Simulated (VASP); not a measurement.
C:

```
CELL_PARAMETERS angstrom
2.47061 0.00000 0.00000
-1.23531 2.13961 0.00000
0.00000 0.00000 8.06895
ATOMIC_POSITIONS crystal
C 0.66667 0.33333 0.84375
C 0.33333 0.66667 0.34375
C 0.66667 0.33333 0.65625
C 0.33333 0.66667 0.15625
C 0.00000 0.00000 0.90625
C 0.00000 0.00000 0.40625
C 0.00000 0.00000 0.59375
C 0.00000 0.00000 0.09375
```

Base run:

| Property | Result |
| --- | --- |
| Program | VASP 6.6.1 |
| Functional | revPBE |
| Dispersion | D4 |
| Potentials or basis | VASP PAW PBE potentials, release 64 (C) |
| Cutoff | 520 eV |
| k mesh | 12 × 12 × 4 |
| Occupations | fermi-dirac, width 0.05 eV |
| Spin | no spin polarisation |

Its results: band gap on the k mesh 4.55 eV, indirect (least direct gap 5.31 eV); pressure 24.4 GPa; largest force 0.368 eV/Å.

**Question.** After a change of settings the same cell gave: band gap on the k mesh 4.92 eV, indirect (least direct gap 5.50 eV); pressure 31.7 GPa; largest force 0.377 eV/Å. Which change was it?
A. functional from revPBE to PBE; dispersion from D4 to none
B. functional from revPBE to r2SCAN; dispersion from D4 to D3(BJ)
C. functional from revPBE to r2SCAN; dispersion from D4 to rVV10
D. functional from revPBE to BLYP; further incar settings from ALGO = Normal; EDIFF = 1e-06; NBANDS = 26 to ALGO = Normal; EDIFF = 1e-07; NBANDS = 26

**Answer.** D.

Caveats: the PAW data sets were made with another functional, which shifts forces and pressure a little.
